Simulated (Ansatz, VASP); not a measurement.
**One calculation of Ge, two programs**

```
Ge
1.0
    -1.82042    1.82042    1.82042
     1.82042   -1.82042    1.82042
     1.82042    1.82042   -1.82042
Ge
1
Direct
  0.00000 0.00000 0.00000
```

Alike in both runs: task single point; functional BLYP; k mesh 14 × 14 × 14; occupations fermi-dirac, width 0.1 eV; no spin polarisation.

|  | VASP | Ansatz |
| --- | --- | --- |
| version | VASP 6.6.1 | Ansatz 0.2.0 |
| potentials or method | VASP PAW PBE potentials, release 64 (Ge_d), cutoff 520 eV | plane waves (420 eV) with PAW, scalar-relativistic |
| valence electrons in the cell | 14 | 14 |

```csv
,VASP,Ansatz,Ansatz less VASP
pressure (GPa),-4.3,-4.3,-0.03
```

VASP's potentials were made for PBE, not for BLYP. The functional is the same, so the differences come from potentials, cutoffs and numerics.
